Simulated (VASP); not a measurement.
Write the native input for VASP 6.6.1 that does the following.

```yaml
Task: single point
Functional: r2SCAN
Potentials_or_basis: VASP PAW PBE potentials, release 64 (Ta_pv, N)
Cutoff: 520 eV
k_mesh: 10 × 10 × 10
Occupations: gaussian, width 0.1 eV
Spin: no spin polarisation
Dipole_correction: no
Further_INCAR_settings: ALGO = Normal; EDIFF = 1e-06; NBANDS = 44
```

Crystal: Ta4N5.

```xyz
9
Lattice="-3.4170 3.4170 2.1246 3.4170 -3.4170 2.1246 3.4170 3.4170 -2.1246" Properties=species:S:1:pos:R:3 pbc="T T T"
Ta    0.7213    1.9359    2.1246
Ta    1.9359   -0.7213    2.1246
Ta    1.4811    4.1383    0.0000
Ta    2.6957    1.4811    0.0000
N     0.0000    0.0000    2.1246
N    -1.3150    2.7921    2.1246
N     2.7921    1.3150    2.1246
N     0.6249    2.1020    0.0000
N     4.7321    0.6249    0.0000
```

These files were run (other wordings do the same):

POSCAR

```
Ta4N5
1.0
   -3.4170176885      3.4170176885      2.1246028179
    3.4170176885     -3.4170176885      2.1246028179
    3.4170176885      3.4170176885     -2.1246028179
Ta N
4 5
Direct
    0.7832746356      0.6055444042      0.3888190398
    0.3944555958      0.7832746356      0.1777302314
    0.6055444042      0.2167253644      0.8222697686
    0.2167253644      0.3944555958      0.6111809602
    0.5000000000      0.5000000000      0.0000000000
    0.9085644763      0.3075759956      0.2161404720
    0.6924240044      0.9085644763      0.6009884807
    0.3075759956      0.0914355237      0.3990115193
    0.0914355237      0.6924240044      0.7838595280
```

INCAR.step1

```
PREC = Accurate ; ENCUT = 520
ISMEAR = 0 ; SIGMA = 0.1
LREAL = F ; LASPH = T
NELM = 100 ; NBANDS = 44
GGA = PE ; ALGO = Normal
EDIFF = 1E-4 ; LWAVE = T
LCHARG = F
```

INCAR.step2

```
PREC = Accurate ; ENCUT = 520
EDIFF = 1E-6 ; ISMEAR = 0
SIGMA = 0.1 ; LREAL = F
LASPH = T ; NELM = 100
ALGO = Normal ; ISIF = 2
LWAVE = F ; LCHARG = F
METAGGA = R2SCAN ; LMIXTAU = T
NBANDS = 44 ; ISTART = 1
```

KPOINTS

```
Automatic mesh
0
Gamma
  10 10 10
```

Potentials or basis: VASP PAW PBE potentials, release 64 (Ta_pv, N).

Run with:

```console
$ cat potpaw_PBE.64/Ta_pv/POTCAR potpaw_PBE.64/N/POTCAR > POTCAR
$ cp INCAR.step1 INCAR
$ mpirun -np 1 vasp_std > vasp.out
$ cp INCAR.step2 INCAR
$ mpirun -np 1 vasp_std > vasp.out
```

Results of the run:

```
Pressure               : 5.6 GPa
Largest force          : 0.037 eV/Å
Band gap on the k mesh : zero (an odd number of electrons rules out a gap without spin polarisation)
```

Caveat: the cell stands under pressure; the PAW data sets were made with another functional, which shifts forces and pressure a little; spin-orbit coupling is left out, which moves the levels of the heavy elements.

Wall time 74 min on 1 thread of Oxide Virtual Turin-like Processor (shared host), peak memory 0.55 GiB.
